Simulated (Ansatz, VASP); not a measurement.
## Two plane-wave programs on TiB2

```
CELL_PARAMETERS angstrom
3.00374 0.00000 0.00000
-1.50187 2.60131 0.00000
0.00000 0.00000 3.20127
ATOMIC_POSITIONS crystal
Ti 0.00000 0.00000 0.00000
B 0.33333 0.66667 0.50000
B 0.66667 0.33333 0.50000
```

Alike in both runs: task single point; functional PBE; k mesh 11 × 11 × 9; no spin polarisation.

```csv
,VASP,Ansatz
version,VASP 6.6.1,Ansatz 0.2.0
potentials or method,"VASP PAW PBE potentials, release 64 (Ti_sv, B), cutoff 520 eV","plane waves, PAW"
occupations,"methfessel-paxton of order 1, width 0.1 eV","cold, width 0.1 eV"
valence electrons in the cell,18,18
```

Ansatz gave:

```
pressure (GPa)                                                : 7.0
traceless stress, the component that is largest in VASP (GPa) : -1.69
```

**Question.** Estimate VASP's values.

**Answer.** Pressure (GPa): 7.3; traceless stress, the component that is largest in VASP (GPa): -1.68.

Ansatz's warnings: structure snapped to symmetry.
